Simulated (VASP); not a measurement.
# AlCo (Pm-3m) in VASP: further runs, part 2 of 2

VASP 6.6.1. Earlier steps stand in the parts before.

**4. Single point, r2SCAN, collinear spin, ferromagnetic start**

This run uses another cell than the first one, of 12.10 Å³/atom, 1.080 times its volume.

File POSCAR:

```
AlCo
1.0
    2.8926670038      0.0000000000      0.0000000000
    0.0000000000      2.8926670038      0.0000000000
    0.0000000000      0.0000000000      2.8926670038
Al Co
1 1
Direct
    0.0000000000      0.0000000000      0.0000000000
    0.5000000000      0.5000000000      0.5000000000
```

File INCAR.step1:

```
ALGO = Normal
EDIFF = 1E-4
ENCUT = 520
GGA = PE
ISMEAR = -1
ISPIN = 2
LASPH = T
LCHARG = F
LMAXMIX = 4
LREAL = F
LWAVE = T
MAGMOM = 0 3.2
NBANDS = 17
NELM = 150
PREC = Accurate
SIGMA = 0.1
```

File INCAR.step2:

```
ALGO = Normal
EDIFF = 1E-7
ENCUT = 520
ISIF = 2
ISMEAR = -1
ISPIN = 2
ISTART = 1
LASPH = T
LCHARG = F
LMAXMIX = 4
LMIXTAU = T
LORBIT = 11
LREAL = F
LWAVE = F
MAGMOM = 0 3.2
METAGGA = R2SCAN
NBANDS = 17
NELM = 150
PREC = Accurate
SIGMA = 0.1
```

File KPOINTS:

```
k-points
0
Gamma
  10 10 10
```

Potentials or basis: VASP PAW PBE potentials, release 64 (Al, Co).

The run is started by

```
> cat potpaw_PBE.64/Al/POTCAR potpaw_PBE.64/Co/POTCAR > POTCAR
> cp INCAR.step1 INCAR
> mpirun -np 1 vasp_std > vasp.out
> cp INCAR.step2 INCAR
> mpirun -np 1 vasp_std > vasp.out
```

OUTCAR:

```text
EDIFF = 1E-7
   ENCUT = 520
   ISIF = 2
   ISMEAR = -1
   ISPIN = 2
   ISTART = 1
   LASPH = T
   LORBIT = 11
   LREAL = F
   METAGGA = R2SCAN
   NELM = 150
   PREC = Accurate

 ion  position               nearest neighbor table
   1  0.000  0.000  0.000-   2 2.51   2 2.51   2 2.51   2 2.51   2 2.51   2 2.51   2 2.51   2 2.51

   2  0.500  0.500  0.500-   1 2.51   1 2.51   1 2.51   1 2.51   1 2.51   1 2.51   1 2.51   1 2.51

  LATTYP: Found a simple cubic cell.
 ALAT       =     2.8926670038

  Lattice vectors:

 A1 = (   2.8926670038,   0.0000000000,   0.0000000000)
 A2 = (   0.0000000000,   2.8926670038,   0.0000000000)
 A3 = (   0.0000000000,   0.0000000000,   2.8926670038)

Analysis of symmetry for initial positions (statically):
=====================================================================
 Subroutine PRICEL returns:
 Original cell was already a primitive cell.

 Routine SETGRP: Setting up the symmetry group for a
 simple cubic supercell.

 Subroutine GETGRP returns: Found 48 space group operations
 (whereof 48 operations were pure point group operations)
 out of a pool of 48 trial point group operations.

The static configuration has the point symmetry O_h .

Analysis of symmetry for dynamics (positions and initial velocities):
=====================================================================
 Subroutine PRICEL returns:
 Original cell was already a primitive cell.

 Routine SETGRP: Setting up the symmetry group for a
 simple cubic supercell.

 Subroutine GETGRP returns: Found 48 space group operations
 (whereof 48 operations were pure point group operations)
 out of a pool of 48 trial point group operations.

The dynamic configuration has the point symmetry O_h .

Analysis of structural, dynamic, and magnetic symmetry:
=====================================================================
 Subroutine PRICEL returns:
 Original cell was already a primitive cell.

 Routine SETGRP: Setting up the symmetry group for a
 simple cubic supercell.

[... 145 lines left out ...]

 Free energy of the ion-electron system (eV)
  ---------------------------------------------------
  ext. energy  EPLUGINS =         0.00000000
  ---------------------------------------------------
  free energy    TOTEN  =       -21.02055682 eV

  energy without entropy =      -20.99320536  energy(sigma->0) =      -21.00688109

 E-fermi :   9.8928     XC(G=0): -13.0192

 val. band max:        9.8721220166   @ k =   0.5000   0.4000   0.0000
 cond. band min:       9.9136010156   @ k =   0.5000   0.4000   0.1000
 fundamental gap:      0.0414789990
 Fermi energy:         9.8928301244

 spin component 1

 k-point     1 :       0.0000    0.0000    0.0000
  band No.  band energies     occupation
      1      -1.4915      1.00000
      2       7.0664      1.00000
      3       7.0664      1.00000
      4       8.8982      0.99995
      5       8.8982      0.99995
      6       8.8982      0.99995
[... 459 lines left out ...]
      6       8.7954      0.99998
[... 9 lines left out ...]
     16      31.2079      0.00000
     17      32.4114      0.00000

 [... further k-points ...]

 spin component 2

 k-point     1 :       0.0000    0.0000    0.0000
  band No.  band energies     occupation
      1      -1.4915      1.00000
      2       7.0664      1.00000
      3       7.0664      1.00000
      4       8.8982      0.99995
      5       8.8982      0.99995
      6       8.8982      0.99995
[... 459 lines left out ...]
      6       8.7954      0.99998
[... 9 lines left out ...]
     16      31.2079      0.00000
     17      32.4113      0.00000

 [... further k-points ...]
[... 5 lines left out ...]
  --------------------------------------------------------------------------------------
  -------------------------------------------------------------------------------------
  Total       -1.8920792     -1.8920792     -1.8920792      0.0000000      0.0000000      0.0000000
  in kB     -125.2433186   -125.2433186   -125.2433186      0.0000000      0.0000000      0.0000000
  external PRESSURE =    -125.2433186 kB  Pullay stress =       0.0000000 kB

 VOLUME and BASIS-vectors are now :
 -----------------------------------------------------------------------------
  energy-cutoff  :      520.00
  volume of cell :       24.20
      direct lattice vectors                 reciprocal lattice vectors
     2.892667004  0.000000000  0.000000000     0.345701734  0.000000000  0.000000000
     0.000000000  2.892667004  0.000000000     0.000000000  0.345701734  0.000000000
     0.000000000  0.000000000  2.892667004     0.000000000  0.000000000  0.345701734

 POSITION                                       TOTAL-FORCE (eV/Angst)
 -----------------------------------------------------------------------------------
      0.00000      0.00000      0.00000         0.000000      0.000000      0.000000
      1.44633      1.44633      1.44633         0.000000      0.000000      0.000000
 -----------------------------------------------------------------------------------
    total drift:                                0.000000      0.000000     -0.000000

  FREE ENERGIE OF THE ION-ELECTRON SYSTEM (eV)
  ---------------------------------------------------
  free  energy   TOTEN  =       -21.0205568220 eV

  energy  without entropy=      -20.9932053621  energy(sigma->0) =      -21.00688109

 total charge

# of ion       s       p       d       tot
------------------------------------------
    1        0.384   0.420   0.000   0.804
    2        0.438   0.509   7.461   8.408
--------------------------------------------------
tot          0.822   0.929   7.461   9.212

 magnetization (x)

# of ion       s       p       d       tot
------------------------------------------
    1        0.000   0.000   0.000   0.000
    2        0.000   0.000  -0.000  -0.000
--------------------------------------------------
tot          0.000   0.000  -0.000  -0.000
```

OUTCAR.step1:

```text
EDIFF = 1E-4
   ENCUT = 520
   GGA = PE
   ISMEAR = -1
   ISPIN = 2
   LASPH = T
[... 1201 lines left out ...]
 -----------------------------------------------------------------------------------
      0.00000      0.00000      0.00000         0.000000      0.000000      0.000000
      1.44633      1.44633      1.44633         0.000000      0.000000      0.000000
 -----------------------------------------------------------------------------------
    total drift:                                0.000000      0.000000     -0.000000

  FREE ENERGIE OF THE ION-ELECTRON SYSTEM (eV)
  ---------------------------------------------------
  free  energy   TOTEN  =       -11.9816707704 eV

  energy  without entropy=      -11.9501089743  energy(sigma->0) =      -11.96588987
```

OSZICAR.step1:

```text
N       E                     dE             d eps       ncg     rms          rms(c)
DAV:   1     0.381293751003E+02    0.38129E+02   -0.46383E+03  3848   0.701E+02
DAV:   2    -0.108829429419E+02   -0.49012E+02   -0.43695E+02  4357   0.151E+02
DAV:   3    -0.128358369560E+02   -0.19529E+01   -0.19223E+01  4755   0.319E+01
DAV:   4    -0.128644541229E+02   -0.28617E-01   -0.28596E-01  4502   0.340E+00
DAV:   5    -0.128653101546E+02   -0.85603E-03   -0.85599E-03  4748   0.636E-01    0.140E+01
DAV:   6    -0.161826756268E+02   -0.33174E+01   -0.43083E+01  4246   0.736E+01    0.190E+01
DAV:   7    -0.119361985426E+02    0.42465E+01   -0.25511E+01  4380   0.472E+01    0.303E+00
DAV:   8    -0.119846943053E+02   -0.48496E-01   -0.21429E-01  4781   0.312E+00    0.165E+00
DAV:   9    -0.119822643900E+02    0.24299E-02   -0.80630E-02  5127   0.184E+00    0.107E+00
DAV:  10    -0.119814797528E+02    0.78464E-03   -0.10489E-02  5481   0.643E-01    0.262E-01
DAV:  11    -0.119816548071E+02   -0.17505E-03   -0.66532E-04  4988   0.185E-01    0.107E-01
DAV:  12    -0.119816707704E+02   -0.15963E-04   -0.85478E-05  2094   0.626E-02
   1 F= -.11981671E+02 E0= -.11965890E+02  d E =-.315618E-01  mag=     0.0059
```

Wall time 84 s (1 thread of Intel Xeon Platinum 8488C (Sapphire Rapids), shared host); peak memory 0.18 GiB.

Results:

```yaml
Free_energy: -21.0206 eV
Pressure: -12.5 GPa
Band_gap_on_the_k_mesh: zero (filled and empty bands overlap)
Net_moment: 0.00 μB per cell
Valence_electrons_inside_the_program's_atomic_spheres: Al 0.80; Co 8.41
```

Levels at points of the mesh, in eV from the Fermi level:
Spin up:
```csv
k point,band 4,band 5,band 6,band 7,band 8,band 9
"(0.00, 0.00, 0.00)",-0.99,-0.99,-0.99,6.11,6.11,6.11
"(0.50, 0.00, 0.00)",-1.83,-1.83,-0.89,0.25,8.68,10.87
"(0.50, 0.50, 0.00)",-2.83,-1.63,-1.63,-0.14,2.43,3.33
"(0.50, 0.50, 0.50)",-0.10,-0.10,2.38,2.38,2.38,4.44
```
Spin down:
| k point | band 4 | band 5 | band 6 | band 7 | band 8 | band 9 |
| --- | --- | --- | --- | --- | --- | --- |
| (0.00, 0.00, 0.00) | -0.99 | -0.99 | -0.99 | 6.11 | 6.11 | 6.11 |
| (0.50, 0.00, 0.00) | -1.83 | -1.83 | -0.89 | 0.25 | 8.68 | 10.87 |
| (0.50, 0.50, 0.00) | -2.83 | -1.63 | -1.63 | -0.14 | 2.43 | 3.33 |
| (0.50, 0.50, 0.50) | -0.10 | -0.10 | 2.38 | 2.38 | 2.38 | 4.44 |

Caveat: the starting moments collapsed, and a magnetic state may lie lower; the PAW data sets were made with another functional, which shifts forces and pressure a little.

**5. Single point, r2SCAN, collinear spin, ferromagnetic start**

This run uses another cell than the first one, of 12.55 Å³/atom, 1.120 times its volume.

File POSCAR:

```
AlCo
1.0
    2.9279469077      0.0000000000      0.0000000000
    0.0000000000      2.9279469077      0.0000000000
    0.0000000000      0.0000000000      2.9279469077
Al Co
1 1
Direct
    0.0000000000      0.0000000000      0.0000000000
    0.5000000000      0.5000000000      0.5000000000
```

File INCAR.step1:

```
  PREC = Accurate
  ENCUT = 520
  ISMEAR = -1
  SIGMA = 0.1
  LREAL = F
  LASPH = T
  NELM = 150
  ISPIN = 2
  MAGMOM = 0 3.2
  LMAXMIX = 4
  NBANDS = 17
  GGA = PE
  ALGO = Normal
  EDIFF = 1E-4
  LWAVE = T
  LCHARG = F
```

File INCAR.step2:

```
  PREC = Accurate
  ENCUT = 520
  EDIFF = 1E-7
  ISMEAR = -1
  SIGMA = 0.1
  LREAL = F
  LASPH = T
  NELM = 150
  ALGO = Normal
  ISIF = 2
  LWAVE = F
  LCHARG = F
  ISPIN = 2
  MAGMOM = 0 3.2
  LORBIT = 11
  LMAXMIX = 4
  METAGGA = R2SCAN
  LMIXTAU = T
  NBANDS = 17
  ISTART = 1
```

File KPOINTS:

```
regular mesh
0
Gamma
  10 10 10
```

Potentials or basis: VASP PAW PBE potentials, release 64 (Al, Co).

The run is started by

```
> cat potpaw_PBE.64/Al/POTCAR potpaw_PBE.64/Co/POTCAR > POTCAR
> cp INCAR.step1 INCAR
> mpirun -np 1 vasp_std > vasp.out
> cp INCAR.step2 INCAR
> mpirun -np 1 vasp_std > vasp.out
```

OUTCAR:

```text
PREC = Accurate
   ENCUT = 520
   EDIFF = 1E-7
   ISMEAR = -1
   LREAL = F
   LASPH = T
   NELM = 150
   ISIF = 2
   ISPIN = 2
   LORBIT = 11
   METAGGA = R2SCAN
   ISTART = 1

 ion  position               nearest neighbor table
   1  0.000  0.000  0.000-   2 2.54   2 2.54   2 2.54   2 2.54   2 2.54   2 2.54   2 2.54   2 2.54

   2  0.500  0.500  0.500-   1 2.54   1 2.54   1 2.54   1 2.54   1 2.54   1 2.54   1 2.54   1 2.54

  LATTYP: Found a simple cubic cell.
 ALAT       =     2.9279469077

  Lattice vectors:

 A1 = (   2.9279469077,   0.0000000000,   0.0000000000)
 A2 = (   0.0000000000,   2.9279469077,   0.0000000000)
 A3 = (   0.0000000000,   0.0000000000,   2.9279469077)

Analysis of symmetry for initial positions (statically):
=====================================================================
 Subroutine PRICEL returns:
 Original cell was already a primitive cell.

 Routine SETGRP: Setting up the symmetry group for a
 simple cubic supercell.

 Subroutine GETGRP returns: Found 48 space group operations
 (whereof 48 operations were pure point group operations)
 out of a pool of 48 trial point group operations.

The static configuration has the point symmetry O_h .

Analysis of symmetry for dynamics (positions and initial velocities):
=====================================================================
 Subroutine PRICEL returns:
 Original cell was already a primitive cell.

 Routine SETGRP: Setting up the symmetry group for a
 simple cubic supercell.

 Subroutine GETGRP returns: Found 48 space group operations
 (whereof 48 operations were pure point group operations)
 out of a pool of 48 trial point group operations.

The dynamic configuration has the point symmetry O_h .

Analysis of structural, dynamic, and magnetic symmetry:
[... 143 lines left out ...]
  energy-cutoff  :      520.00
  volume of cell :       25.10
 maximum number of plane-waves:       697
 NGX is ok and might be reduce to    24
   NGX = 11   NGY = 11   NGZ = 11

 number of electron      12.0000008 magnetization      -0.0001171

 number of electron      12.0000008 magnetization       0.0000081

 Free energy of the ion-electron system (eV)
  ---------------------------------------------------
  ext. energy  EPLUGINS =         0.00000000
  ---------------------------------------------------
  free energy    TOTEN  =       -20.93669271 eV

  energy without entropy =      -20.90764802  energy(sigma->0) =      -20.92217036

 E-fermi :   9.4276     XC(G=0): -12.8305

 val. band max:        9.4139114546   @ k =   0.5000   0.4000   0.0000
 cond. band min:       9.4530769161   @ k =   0.5000   0.4000   0.1000
 fundamental gap:      0.0391654615
 Fermi energy:         9.4276411843

 spin component 1

 k-point     1 :       0.0000    0.0000    0.0000
  band No.  band energies     occupation
      1      -1.7040      1.00000
      2       6.7642      1.00000
      3       6.7642      1.00000
      4       8.4805      0.99992
      5       8.4805      0.99992
      6       8.4805      0.99992
[... 459 lines left out ...]
      6       8.3835      0.99997
[... 9 lines left out ...]
     16      30.1053      0.00000
     17      31.3998      0.00000

 [... further k-points ...]

 spin component 2

 k-point     1 :       0.0000    0.0000    0.0000
  band No.  band energies     occupation
      1      -1.7040      1.00000
      2       6.7642      1.00000
      3       6.7642      1.00000
      4       8.4805      0.99992
      5       8.4805      0.99992
      6       8.4805      0.99992
[... 459 lines left out ...]
      6       8.3835      0.99997
[... 9 lines left out ...]
     16      30.1053      0.00000
     17      31.3998      0.00000

 [... further k-points ...]
[... 5 lines left out ...]
  --------------------------------------------------------------------------------------
  -------------------------------------------------------------------------------------
  Total       -2.7069449     -2.7069449     -2.7069449     -0.0000000     -0.0000000      0.0000000
  in kB     -172.7827565   -172.7827565   -172.7827565     -0.0000000     -0.0000000      0.0000000
  external PRESSURE =    -172.7827565 kB  Pullay stress =       0.0000000 kB

 VOLUME and BASIS-vectors are now :
 -----------------------------------------------------------------------------
  energy-cutoff  :      520.00
  volume of cell :       25.10
      direct lattice vectors                 reciprocal lattice vectors
     2.927946908  0.000000000  0.000000000     0.341536248  0.000000000  0.000000000
     0.000000000  2.927946908  0.000000000     0.000000000  0.341536248  0.000000000
     0.000000000  0.000000000  2.927946908     0.000000000  0.000000000  0.341536248

 POSITION                                       TOTAL-FORCE (eV/Angst)
 -----------------------------------------------------------------------------------
      0.00000      0.00000      0.00000         0.000000      0.000000      0.000000
      1.46397      1.46397      1.46397         0.000000      0.000000      0.000000
 -----------------------------------------------------------------------------------
    total drift:                                0.000000      0.000000     -0.000000

  FREE ENERGIE OF THE ION-ELECTRON SYSTEM (eV)
  ---------------------------------------------------
  free  energy   TOTEN  =       -20.9366927078 eV

  energy  without entropy=      -20.9076480171  energy(sigma->0) =      -20.92217036

 total charge

# of ion       s       p       d       tot
------------------------------------------
    1        0.379   0.404   0.000   0.783
    2        0.424   0.481   7.439   8.345
--------------------------------------------------
tot          0.804   0.885   7.439   9.128

 magnetization (x)

# of ion       s       p       d       tot
------------------------------------------
    1       -0.000  -0.000   0.000  -0.000
    2       -0.000   0.000   0.000   0.000
--------------------------------------------------
tot         -0.000  -0.000   0.000   0.000
```

Run time: 95 s. Hardware: 1 thread of Intel Xeon Platinum 8488C (Sapphire Rapids), shared host; peak memory 0.18 GiB.

What came out:

| Property | Result |
| --- | --- |
| Free energy | -20.9367 eV |
| Pressure | -17.3 GPa |
| Band gap on the k mesh | zero (filled and empty bands overlap) |
| Net moment | 0.00 μB per cell |
| Valence electrons inside the program's atomic spheres | Al 0.78; Co 8.35 |

Caveat: the starting moments collapsed, and a magnetic state may lie lower; the PAW data sets were made with another functional, which shifts forces and pressure a little.
